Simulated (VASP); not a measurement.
## ScSi2: single point with PBE

ScSi2:

```
Sc Si
1.0
     4.11021    0.00000    0.00000
    -2.05511    3.55955    0.00000
     0.00000    0.00000    3.74134
Sc Si
1 2
Direct
  0.00000 0.00000 0.00000
  0.33333 0.66667 0.50000
  0.66667 0.33333 0.50000
```

```json
{
  "Program": "VASP 6.6.1",
  "Task": "single point",
  "Functional": "PBE",
  "Potentials or basis": "VASP PAW PBE potentials, release 64 (Sc_sv, Si)",
  "Cutoff": "520 eV",
  "k mesh": "10 × 10 × 10",
  "Occupations": "gaussian, width 0.05 eV",
  "Spin": "no spin polarisation"
}
```

| Quantity | Value |
| --- | --- |
| Pressure | -5.2 GPa |
| Band gap on the k mesh | zero (an odd number of electrons rules out a gap without spin polarisation) |

Stress tensor (GPa, compression positive):
```
-5.28  0.00  0.00
 0.00 -5.28  0.00
 0.00  0.00 -5.08
```

Levels at points of the mesh, in eV from the Fermi level:
| k point | band 8 | band 9 | band 10 | band 11 | band 12 | band 13 |
| --- | --- | --- | --- | --- | --- | --- |
| (0.00, 0.00, 0.00) | -1.64 | -1.34 | -0.93 | 0.77 | 0.77 | 1.58 |
| (0.50, 0.00, 0.00) | -2.50 | -1.55 | 1.15 | 1.59 | 1.60 | 1.83 |
| (0.00, 0.00, 0.50) | -2.25 | -1.11 | -1.11 | -0.03 | 0.33 | 0.33 |
| (0.50, 0.00, 0.50) | -3.78 | -3.21 | -0.46 | 1.95 | 2.19 | 2.66 |

Run time: 2 min on 1 thread of Intel Xeon 8259CL, on a shared host, peak memory 0.22 GiB.

Caveat: the cell stands under tension.
